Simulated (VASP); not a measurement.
Input of a VASP 6.6.1 run:

INCAR

```
PREC     = Accurate       # precision mode
ENCUT    = 600            # plane-wave cutoff, eV
EDIFF    = 1E-6           # SCF threshold, eV
ISMEAR   = -1             # smearing method
SIGMA    = 0.08           # smearing width, eV
LREAL    = F              # projectors in reciprocal space
LASPH    = T              # aspherical terms in the spheres
NELM     = 60             # most SCF steps
ALGO     = Normal         # electronic algorithm
ISIF     = 3              # what is computed and relaxed
LWAVE    = F              # write WAVECAR
LCHARG   = F              # write CHGCAR
GGA      = PS             # functional
IBRION   = 2              # ionic algorithm
NSW      = 60             # ionic steps
EDIFFG   = -0.005         # ionic threshold
PSTRESS  = 960.0
```

KPOINTS

```
Automatic mesh
0
Gamma
  16 16 9
```

POSCAR

```
Hg
1.0
    2.7490896125      0.0000000000      0.0000000000
   -1.3745448063      2.3807814417      0.0000000000
    0.0000000000      0.0000000000      4.4535251723
Hg
2
Direct
    0.3333333333      0.6666666667      0.2500000000
    0.6666666667      0.3333333333      0.7500000000
```

Potentials or basis: VASP PAW PBE potentials, release 64 (Hg).

The run is started by

```console
$ cat potpaw_PBE.64/Hg/POTCAR > POTCAR
$ mpirun -np 1 vasp_std > vasp.out
```

Q: Predict the band gap on the k mesh.

A: Zero (band 12 reaches 9.53 eV, above the bottom of band 13 at 7.40 eV).

Q: Predict the relaxed volume.

A: 14.59 Å³/atom.

Q: What does it give for the space group after relaxing (to 0.05 Å)?

A: P6_3/mmc (No. 194).

Final structure:
```
Hg
1.0
     2.71775    0.00000    0.00000
    -1.35887    2.35364    0.00000
     0.00000    0.00000    4.56114
Hg
2
Direct
  0.33333 0.66667 0.25000
  0.66667 0.33333 0.75000
```

Caveat: the cell is relaxed towards a set pressure, so the enthalpy falls and the energy may rise; the PAW data sets were made with another functional, which shifts forces and pressure a little; spin-orbit coupling is left out, which moves the levels of the heavy elements.
